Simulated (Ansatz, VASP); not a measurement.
## TiAl in VASP and in Ansatz

```xyz
2
Lattice="3.3874 0.0000 0.0000 0.0000 3.3874 0.0000 0.0000 0.0000 3.1561" Properties=species:S:1:pos:R:3 pbc="T T T"
Ti    0.0000    0.0000    0.0000
Al    1.6937    1.6937    1.5780
```

Change from the starting cell: normal strain along x +0.0733, normal strain along y +0.0733.

Alike in both runs: task single point; functional PBEsol; k mesh 14 × 14 × 14; occupations gaussian, width 0.15 eV; no spin polarisation.

|  | VASP | Ansatz |
| --- | --- | --- |
| version | VASP 6.6.1 | Ansatz 0.2.0 |
| potentials or method | VASP PAW PBE potentials, release 64 (Ti_sv, Al), cutoff 520 eV | scalar-relativistic, plane waves, PAW |
| valence electrons in the cell | 15 | 15 |

|  | VASP | Ansatz | Ansatz less VASP |
| --- | --- | --- | --- |
| gap on the k mesh at the Fermi level (eV) | none | none | - |
| pressure (GPa) | -12.4 | -12.5 | -0.08 |
| traceless stress, the component that is largest in VASP (GPa) | -1.42 | -1.42 | -0.006 |

VASP's potentials were made for PBE, not for PBEsol, and Ansatz warns of the same on its side. A gap of «none» marks a metal or a gap that the smearing closes.
